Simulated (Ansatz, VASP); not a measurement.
**Hf in VASP and in Ansatz**

File INCAR:

```
PREC = Accurate
ENCUT = 520
EDIFF = 1E-6
ISMEAR = 0
SIGMA = 0.05
LREAL = F
LASPH = T
NELM = 100
ALGO = Normal
ISIF = 2
LWAVE = F
LCHARG = F
NBANDS = 11
```

The input KPOINTS:

```
Automatic mesh
0
Gamma
  16 16 16
```

The input POSCAR:

```
Hf
1.0
    0.0000000000      2.2200000000      2.2200000000
    2.2200000000      0.0000000000      2.2200000000
    2.2200000000      2.2200000000      0.0000000000
Hf
1
Direct
    0.0000000000      0.0000000000      0.0000000000
```

Input for Ansatz:

```yaml
crystal:
  lattice:
    - [0.0, 2.22, 2.22]
    - [2.22, 0.0, 2.22]
    - [2.22, 2.22, 0.0]
  atoms:
    - { symbol: Hf, position: [0.0, 0.0, 0.0] }
basis:
  ecutwfc: 420
kpoints:
  mp_grid: { grid: [16, 16, 16] }
hamiltonian:
  xc: lda
scf:
  occupations: { method: gaussian, width: 0.05 }
output:
  forces: true
  eigenvalues: true
  eigenstates:
    nscf_kmesh: { grid: [34, 34, 34] }
    top_band: c6
    de_dk: true
    localisation: false
  stress: true
checkpoint:
  write: ck
  compress: false
  write_wavefunctions: false
  write_every: 100000
```

Alike in both runs: task single point; functional LDA; k mesh 16 × 16 × 16; occupations gaussian, width 0.05 eV; no spin polarisation.

|  | VASP | Ansatz |
| --- | --- | --- |
| version | VASP 6.6.1 | Ansatz 0.2.0 |
| potentials or method | VASP PAW LDA potentials, release 64 (Hf_pv), cutoff 520 eV | scalar-relativistic, plane waves, PAW |
| valence electrons in the cell | 10 | 26 |

```tsv
	VASP	Ansatz	Ansatz less VASP
pressure (GPa)	-5.8	-5.8	+0.01
```

LDA's correlation is that of Perdew and Zunger in VASP and of Perdew and Wang (1992) in Ansatz. VASP's potentials hold 10 valence electrons a cell and Ansatz's 26, so a difference there can come from the potentials and not from the codes.

Spin-orbit coupling is off throughout.
